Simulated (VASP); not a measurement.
# Bi2Te3 (R-3m) in VASP: settings compared

Aim: see how the results for Bi2Te3 move with the level of theory and the settings. Levels: PBE+D4, RPBE. Tasks: single point.

Program: VASP 6.6.1. These are calculated values, not measurements. Logs are shortened: lines on timing, memory, paths and dates and some standing lists are left out, and cuts for length are marked.

### 1 The cell of the first run

The structure is trigonal, space group R-3m (No. 166). Conventional cell: a = 4.399 Å, b = 4.399 Å, c = 30.320 Å, α = 90.00°, β = 90.00°, γ = 120.00°. Within 4.0 Å of Bi (site symmetry 3m) lie 6 Te at 3.07 to 3.25 Å. Within 4.3 Å of Te (site symmetry -3m) lie 6 Bi at 3.25 Å. Within 4.0 Å of Te (site symmetry 3m) lie 3 Bi at 3.07 Å and 3 Te at 3.63 Å.

### 2 Single point, PBE+D4

Input file INCAR:

```
PREC = Accurate ; ENCUT = 520
EDIFF = 1E-6 ; ISMEAR = 0
SIGMA = 0.05 ; LREAL = F
LASPH = T ; NELM = 100
ALGO = Normal ; ISIF = 2
LWAVE = F ; LCHARG = F
GGA = PE ; IVDW = 13
NBANDS = 32
```

Input file KPOINTS:

```
regular mesh
0
Gamma
  6 6 6
```

Input file POSCAR:

```
Bi2Te3
1.0
    2.1993897147      1.2698182438     10.1067013255
   -2.1993897147      1.2698182438     10.1067013255
    0.0000000000     -2.5396364877     10.1067013255
Bi Te
2 3
Direct
    0.4001327940      0.4001327940      0.4001327940
    0.5998672060      0.5998672060      0.5998672060
    0.0000000000      0.0000000000      0.0000000000
    0.2094496896      0.2094496896      0.2094496896
    0.7905503104      0.7905503104      0.7905503104
```

Potentials or basis: VASP PAW PBE potentials, release 64 (Bi_d, Te).

Command:

```
> cat potpaw_PBE.64/Bi_d/POTCAR potpaw_PBE.64/Te/POTCAR > POTCAR
> mpirun -np 1 vasp_std > vasp.out
```

OUTCAR:

```text
PREC = Accurate
   ENCUT = 520
   EDIFF = 1E-6
   ISMEAR = 0
   LREAL = F
   LASPH = T
   NELM = 100
   ISIF = 2
   GGA = PE
   IVDW = 13

 ion  position               nearest neighbor table
   1  0.400  0.400  0.400-   5 3.07   5 3.07   5 3.07   3 3.25   3 3.25   3 3.25
   2  0.600  0.600  0.600-   4 3.07   4 3.07   4 3.07   3 3.25   3 3.25   3 3.25
   3  0.000  0.000  0.000-   2 3.25   1 3.25   2 3.25   2 3.25   1 3.25   1 3.25
   4  0.209  0.209  0.209-   2 3.07   2 3.07   2 3.07   5 3.63   5 3.63   5 3.63
   5  0.791  0.791  0.791-   1 3.07   1 3.07   1 3.07   4 3.63   4 3.63   4 3.63

  LATTYP: Found a trigonal (rhomboedric) cell.
 ALAT       =    10.4209004012
 COS(alpha) =     0.9109110408

  Lattice vectors:

 A1 = (   2.1993897147,   1.2698182438,  10.1067013255)
 A2 = (  -2.1993897147,   1.2698182438,  10.1067013255)
 A3 = (   0.0000000000,  -2.5396364877,  10.1067013255)

Analysis of symmetry for initial positions (statically):
=====================================================================
 Subroutine PRICEL returns:
 Original cell was already a primitive cell.

 Routine SETGRP: Setting up the symmetry group for a
 trigonal (rhombohedral) supercell.

 Subroutine GETGRP returns: Found 12 space group operations
 (whereof 12 operations were pure point group operations)
 out of a pool of 12 trial point group operations.

The static configuration has the point symmetry D_3d.

Analysis of symmetry for dynamics (positions and initial velocities):
=====================================================================
 Subroutine PRICEL returns:
 Original cell was already a primitive cell.

 Routine SETGRP: Setting up the symmetry group for a
 trigonal (rhombohedral) supercell.

 Subroutine GETGRP returns: Found 12 space group operations
 (whereof 12 operations were pure point group operations)
 out of a pool of 12 trial point group operations.

The dynamic configuration has the point symmetry D_3d.

 Subroutine INISYM returns: Found 12 space group operations
 (whereof 12 operations are pure point group operations),
 and found     1 'primitive' translations

----------------------------------------------------------------------------------------

                                     Primitive cell

  volume of cell :     169.3575

  direct lattice vectors                    reciprocal lattice vectors
     2.199389715  1.269818244 10.106701325     0.227335791  0.131252380  0.032981417
    -2.199389715  1.269818244 10.106701325    -0.227335791  0.131252380  0.032981417
     0.000000000 -2.539636488 10.106701325     0.000000000 -0.262504760  0.032981417

  length of vectors
    10.420900401 10.420900401 10.420900401     0.264568560  0.264568560  0.264568560

  position of ions in fractional coordinates (direct lattice)
     0.400132794  0.400132794  0.400132794
     0.599867206  0.599867206  0.599867206
     0.000000000  0.000000000  0.000000000
     0.209449690  0.209449690  0.209449690
     0.790550310  0.790550310  0.790550310

  ion indices of the primitive-cell ions
   primitive index   ion index
                 1           1
                 2           2
                 3           3
                 4           4
                 5           5

----------------------------------------------------------------------------------------

 KPOINTS: regular mesh

Automatic generation of k-mesh.
 Grid dimensions read from file:
 generate k-points for:    6    6    6

 Generating k-lattice:

  Cartesian coordinates                     Fractional coordinates (reciprocal lattice)
     0.037889298  0.021875397  0.005496903     0.166666667  0.000000000 -0.000000000
    -0.037889298  0.021875397  0.005496903     0.000000000  0.166666667 -0.000000000
     0.000000000 -0.043750793  0.005496903    -0.000000000 -0.000000000  0.166666667

  Length of vectors
     0.044094760  0.044094760  0.044094760

  Shift w.r.t. Gamma in fractional coordinates (k-lattice)
     0.000000000  0.000000000  0.000000000

 Subroutine IBZKPT returns following result:
 ===========================================

 Found     32 irreducible k-points:

 Following reciprocal coordinates:
            Coordinates               Weight
  0.000000  0.000000  0.000000      1.000000
  0.166667  0.000000  0.000000      6.000000
  0.333333  0.000000 -0.000000      6.000000
  0.500000  0.000000 -0.000000      3.000000
  0.166667  0.166667  0.000000      6.000000
  0.333333  0.166667 -0.000000     12.000000
[... 16 lines left out ...]
  0.500000  0.500000  0.166667      6.000000
 -0.333333  0.500000  0.166667     12.000000
 [... further k-points ...]
   k-points           NKPTS =     32   k-points in BZ     NKDIM =     32   number of bands    NBANDS=     32
   number of dos      NEDOS =    301   number of ions     NIONS =      5
   total plane-waves  NPLWV = 512000
   dimension x,y,z NGX =    80 NGY =   80 NGZ =   80
   dimension x,y,z NGXF=   160 NGYF=  160 NGZF=  160
   ions per type =               2   3
   NGX,Y,Z   is equivalent  to a cutoff of  12.76, 12.76, 12.76 a.u.
   NGXF,Y,Z  is equivalent  to a cutoff of  25.53, 25.53, 25.53 a.u.
 SYSTEM =  unknown system
   PREC   = accura    normal or accurate (medium, high low for compatibility)
   ISTART =      0    job   : 0-new  1-cont  2-samecut
   ICHARG =      2    charge: 1-file 2-atom 10-const
   ISPIN  =      1    spin polarized calculation?
   LNONCOLLINEAR =      F non collinear calculations
   LSORBIT =      F    spin-orbit coupling
   LASPH  =      T    aspherical Exc in radial PAW
   ENCUT  =  520.0 eV  38.22 Ry    6.18 a.u.  19.38 19.38 19.38*2*pi/ulx,y,z
   NELM   =    100;   NELMIN=  2; NELMDL= -5     # of ELM steps
   EDIFF  = 0.1E-05   stopping-criterion for ELM
   LREAL  =      F    real-space projection
   EDIFFG = 0.1E-04   stopping-criterion for IOM
   NSW    =      0    number of steps for IOM
   IBRION =     -1    ionic relax: 0-MD 1-quasi-New 2-CG
   NFREE  =      0    steps in history (QN), initial steepest desc. (CG)
   ISIF   =      2    stress and relaxation
   ISYM   =      2    0-nonsym 1-usesym 2-fastsym
   POTIM  = 0.5000    time-step for ionic-motion
   TEBEG  =    0.0;   TEEND  =   0.0 temperature during run
   PSTRESS=    0.0 pullay stress
   NELECT =      48.0000    total number of electrons
   NUPDOWN=      -1.0000    fix difference up-down
   EMIN   =  10.00;   EMAX   =-10.00  energy-range for DOS
   EFERMI =   0.00;   METHOD = LEGACY
   ISMEAR =     0;   SIGMA  =   0.05  broadening in eV -4-tet -1-fermi 0-gaus
   EFERMI_NEDOS =   21; number of points for ismear=-14 and -15
   IALGO  =     38    algorithm
   IMIX   =      4    mixing-type and parameters
     AMIX     =   0.40;   BMIX     =  1.00
     AMIX_MAG =   1.60;   BMIX_MAG =  1.00
  volume/ion in A,a.u.               =      33.87       228.58
  Fermi-wavevector in a.u.,A,eV,Ry     =   1.075360  2.032135 15.733757  1.156399
  Thomas-Fermi vector in A             =   2.211214
   LORBIT       =      0    0 simple, 1 ext, 2 COOP (PROOUT), +10 PAW based schemes
   GGA     = PE    functional components
   LHFCALC =     F    Hartree Fock is set to
   AEXX    =    0.0000 exact exchange contribution
   IVDW    =    13    specifies the selected vdW correction
   LEPSILON=     F    determine dielectric tensor
   LRPA    =     F    only Hartree local field effects (RPA)
 non-spin polarized calculation
 Gauss-broadening in eV      SIGMA  =   0.05
  energy-cutoff  :      520.00
  volume of cell :      169.36
 maximum number of plane-waves:      4584
 NGX is ok and might be reduce to    80
   NGX = 39   NGY = 39   NGZ = 39

 number of electron      48.0000005 magnetization

 Free energy of the ion-electron system (eV)
  ---------------------------------------------------
  ext. energy  EPLUGINS =         0.00000000
  ---------------------------------------------------
  free energy    TOTEN  =       -18.33563139 eV

  energy without entropy =      -18.33563095  energy(sigma->0) =      -18.33563117

 E-fermi :   6.3363     XC(G=0):  -9.3286

 val. band max:        6.2101084914   @ k =   0.0000   0.0000   0.0000
 cond. band min:       6.4625732419   @ k =   0.0000   0.0000   0.0000
 fundamental gap:      0.2524647505
 Fermi energy:         6.3363408815

 k-point     1 :       0.0000    0.0000    0.0000
  band No.  band energies     occupation
      1     -16.9938      2.00000
      2     -16.9938      2.00000
      3     -16.9923      2.00000
      4     -16.9923      2.00000
      5     -16.9852      2.00000
      6     -16.9839      2.00000
[... 24 lines left out ...]
     31      11.0601      0.00000
     32      11.5496      0.00000

 k-point     2 :       0.1667    0.0000    0.0000
  band No.  band energies     occupation
      1     -16.9959      2.00000
      2     -16.9941      2.00000
      3     -16.9912      2.00000
      4     -16.9898      2.00000
      5     -16.9840      2.00000
      6     -16.9827      2.00000
[... 24 lines left out ...]
     31      10.3420      0.00000
     32      11.2018      0.00000

 k-point     3 :       0.3333    0.0000   -0.0000
  band No.  band energies     occupation
      1     -17.0010      2.00000
      2     -16.9985      2.00000
      3     -16.9885      2.00000
      4     -16.9864      2.00000
      5     -16.9862      2.00000
      6     -16.9840      2.00000
[... 24 lines left out ...]
     31      10.3734      0.00000
     32      11.3858      0.00000

 k-point     4 :       0.5000    0.0000   -0.0000
  band No.  band energies     occupation
      1     -17.0037      2.00000
      2     -17.0009      2.00000
      3     -16.9883      2.00000
      4     -16.9874      2.00000
      5     -16.9856      2.00000
      6     -16.9851      2.00000
[... 654 lines left out ...]
     31      10.1935      0.00000
     32      12.0283      0.00000

 k-point    23 :       0.5000    0.5000    0.1667
  band No.  band energies     occupation
      1     -17.0009      2.00000
      2     -16.9986      2.00000
      3     -16.9885      2.00000
      4     -16.9864      2.00000
      5     -16.9862      2.00000
      6     -16.9840      2.00000
[... 24 lines left out ...]
     31      10.3119      0.00000
     32      11.2062      0.00000

 k-point    24 :      -0.3333    0.5000    0.1667
  band No.  band energies     occupation
      1     -17.0004      2.00000
      2     -16.9983      2.00000
      3     -16.9904      2.00000
      4     -16.9877      2.00000
      5     -16.9851      2.00000
      6     -16.9833      2.00000
[... 24 lines left out ...]
     31      10.9250      0.00000
     32      11.5380      0.00000

 [... further k-points ...]

------------------------ aborting loop because EDIFF is reached ----------------------------------------

  DFT-D4 for vdW energy calculation

  Edisp (eV):   -2.45699

  FORCE on cell =-STRESS in cart. coord.  units (eV):
  Direction    XX          YY          ZZ          XY          YZ          ZX
  --------------------------------------------------------------------------------------
  -------------------------------------------------------------------------------------
  Total      -0.39361    -0.39361    -0.30922     0.00000     0.00000     0.00000
  in kB      -3.72364    -3.72364    -2.92529     0.00000     0.00000     0.00000
  external pressure =       -3.46 kB  Pullay stress =        0.00 kB

 VOLUME and BASIS-vectors are now :
 -----------------------------------------------------------------------------
  energy-cutoff  :      520.00
  volume of cell :      169.36
      direct lattice vectors                 reciprocal lattice vectors
     2.199389715  1.269818244 10.106701325     0.227335791  0.131252380  0.032981417
    -2.199389715  1.269818244 10.106701325    -0.227335791  0.131252380  0.032981417
     0.000000000 -2.539636488 10.106701325     0.000000000 -0.262504760  0.032981417

 POSITION                                       TOTAL-FORCE (eV/Angst)
 -----------------------------------------------------------------------------------
      0.00000     -0.00000     12.13207         0.000000      0.000000     -0.014633
      0.00000     -0.00000     18.18804         0.000000     -0.000000      0.014633
      0.00000      0.00000      0.00000         0.000000      0.000000      0.000000
      0.00000     -0.00000      6.35054         0.000000     -0.000000      0.001993
      0.00000     -0.00000     23.96957         0.000000      0.000000     -0.001993
 -----------------------------------------------------------------------------------
    total drift:                                0.000000      0.000000      0.000000

  FREE ENERGIE OF THE ION-ELECTRON SYSTEM (eV)
  ---------------------------------------------------
  free  energy   TOTEN  =       -20.7926219971 eV

  energy  without entropy=      -20.7926215516  energy(sigma->0) =      -20.79262177
```

Wall time 10 min (1 thread of Intel Xeon Platinum 8488C (Sapphire Rapids), shared host); peak memory 0.95 GiB.

What came out:

```yaml
Free_energy: -20.7926 eV
Pressure: -0.3 GPa
Largest_force: 0.015 eV/Å
Band_gap_on_the_k_mesh: 0.25 eV, direct
Dispersion_energy_per_atom: -0.491 eV
```

Forces on the atoms (eV/Å):
```
Bi   0.000  0.000 -0.015
Bi   0.000  0.000  0.015
Te   0.000  0.000  0.000
Te   0.000  0.000  0.002
Te   0.000  0.000 -0.002
```

Caveat: spin-orbit coupling is left out, which moves the levels of the heavy elements. A k mesh can miss the band edges.

### 3 Single point, RPBE

Input file INCAR:

```
PREC = Accurate
ENCUT = 520
EDIFF = 1E-6
ISMEAR = 0
SIGMA = 0.05
LREAL = False
LASPH = True
NELM = 80
ALGO = Normal
ISIF = 2
LWAVE = False
LCHARG = False
GGA = RP
NBANDS = 32
```

KPOINTS is that of step 2.

POSCAR is that of step 2.

Potentials or basis: VASP PAW PBE potentials, release 64 (Bi_d, Te).

Command:

```
> cat potpaw_PBE.64/Bi_d/POTCAR potpaw_PBE.64/Te/POTCAR > POTCAR
> mpirun -np 1 vasp_std > vasp.out
```

OUTCAR:

```text
PREC = Accurate
   ENCUT = 520
   EDIFF = 1E-6
   ISMEAR = 0
   LREAL = False
   LASPH = True
   NELM = 80
   ISIF = 2
   GGA = RP

 ion  position               nearest neighbor table
   1  0.400  0.400  0.400-   5 3.07   5 3.07   5 3.07   3 3.25   3 3.25   3 3.25
   2  0.600  0.600  0.600-   4 3.07   4 3.07   4 3.07   3 3.25   3 3.25   3 3.25
   3  0.000  0.000  0.000-   2 3.25   1 3.25   2 3.25   2 3.25   1 3.25   1 3.25
   4  0.209  0.209  0.209-   2 3.07   2 3.07   2 3.07   5 3.63   5 3.63   5 3.63
   5  0.791  0.791  0.791-   1 3.07   1 3.07   1 3.07   4 3.63   4 3.63   4 3.63

  LATTYP: Found a trigonal (rhomboedric) cell.
 ALAT       =    10.4209004012
 COS(alpha) =     0.9109110408

  Lattice vectors:

 A1 = (   2.1993897147,   1.2698182438,  10.1067013255)
 A2 = (  -2.1993897147,   1.2698182438,  10.1067013255)
 A3 = (   0.0000000000,  -2.5396364877,  10.1067013255)

Analysis of symmetry for initial positions (statically):
=====================================================================
 Subroutine PRICEL returns:
 Original cell was already a primitive cell.

 Routine SETGRP: Setting up the symmetry group for a
[... 171 lines left out ...]
  free energy    TOTEN  =       -16.50030751 eV

  energy without entropy =      -16.50030748  energy(sigma->0) =      -16.50030749

 E-fermi :   6.4723     XC(G=0):  -9.2116

 val. band max:        6.3213959581   @ k =   0.0000   0.0000   0.0000
 cond. band min:       6.6231162140   @ k =   0.0000   0.0000   0.0000
 fundamental gap:      0.3017202558
 Fermi energy:         6.4722532695

 k-point     1 :       0.0000    0.0000    0.0000
  band No.  band energies     occupation
      1     -16.9592      2.00000
      2     -16.9592      2.00000
      3     -16.9579      2.00000
      4     -16.9579      2.00000
      5     -16.9534      2.00000
      6     -16.9521      2.00000
[... 829 lines left out ...]
     31      11.0518      0.00000
     32      11.7054      0.00000

 [... further k-points ...]
[... 5 lines left out ...]
  --------------------------------------------------------------------------------------
  -------------------------------------------------------------------------------------
  Total        3.4142026      3.4142026      3.6054430      0.0000000     -0.0000000      0.0000000
  in kB       32.2994730     32.2994730     34.1086696      0.0000000     -0.0000000      0.0000000
  external PRESSURE =      32.9025385 kB  Pullay stress =       0.0000000 kB

 VOLUME and BASIS-vectors are now :
 -----------------------------------------------------------------------------
  energy-cutoff  :      520.00
  volume of cell :      169.36
      direct lattice vectors                 reciprocal lattice vectors
     2.199389715  1.269818244 10.106701325     0.227335791  0.131252380  0.032981417
    -2.199389715  1.269818244 10.106701325    -0.227335791  0.131252380  0.032981417
     0.000000000 -2.539636488 10.106701325     0.000000000 -0.262504760  0.032981417

 POSITION                                       TOTAL-FORCE (eV/Angst)
 -----------------------------------------------------------------------------------
      0.00000     -0.00000     12.13207         0.000000      0.000000     -0.012724
      0.00000     -0.00000     18.18804         0.000000     -0.000000      0.012724
      0.00000      0.00000      0.00000         0.000000      0.000000      0.000000
      0.00000     -0.00000      6.35054         0.000000      0.000000     -0.009184
      0.00000     -0.00000     23.96957         0.000000     -0.000000      0.009184
 -----------------------------------------------------------------------------------
    total drift:                                0.000000      0.000000      0.000000

  FREE ENERGIE OF THE ION-ELECTRON SYSTEM (eV)
  ---------------------------------------------------
  free  energy   TOTEN  =       -16.5003075063 eV

  energy  without entropy=      -16.5003074772  energy(sigma->0) =      -16.50030749
```

stdout:

```text
POSCAR found type information on POSCAR BiTe
 POSCAR found :  2 types and       5 ions
 scaLAPACK will be used
 -----------------------------------------------------------------------------
|                                                                             |
|                                                                             |
|     You enforced a specific xc type in the INCAR file but a different       |
|     I HOPE YOU KNOW WHAT YOU ARE DOING!                                     |
|                                                                             |
 -----------------------------------------------------------------------------

 LDA part: xc-table for (Slater+PW92), standard interpolation
 POSCAR, INCAR and KPOINTS ok, starting setup
 FFT: planning ... GRIDC
 FFT: planning ... GRID_SOFT
 FFT: planning ... GRID
 WAVECAR not read
 entering main loop
```

Run time: 13 min. Hardware: 1 thread of Intel Xeon Platinum 8488C (Sapphire Rapids), shared host; peak memory 0.95 GiB.

Results:

| Property | Result |
| --- | --- |
| Free energy | -16.5003 eV |
| Pressure | 3.3 GPa |
| Largest force | 0.013 eV/Å |
| Band gap on the k mesh | 0.30 eV, direct |

Forces in eV/Å, atoms in the order of the input:
```
Bi   0.000  0.000 -0.013
Bi   0.000  0.000  0.013
Te   0.000  0.000  0.000
Te   0.000  0.000 -0.009
Te   0.000  0.000  0.009
```

Stress tensor (GPa, compression positive):
```
3.23 0.00 0.00
0.00 3.23 0.00
0.00 0.00 3.41
```

Caveat: the PAW data sets were made with another functional, which shifts forces and pressure a little; spin-orbit coupling is left out, which moves the levels of the heavy elements. A k mesh can miss the band edges.
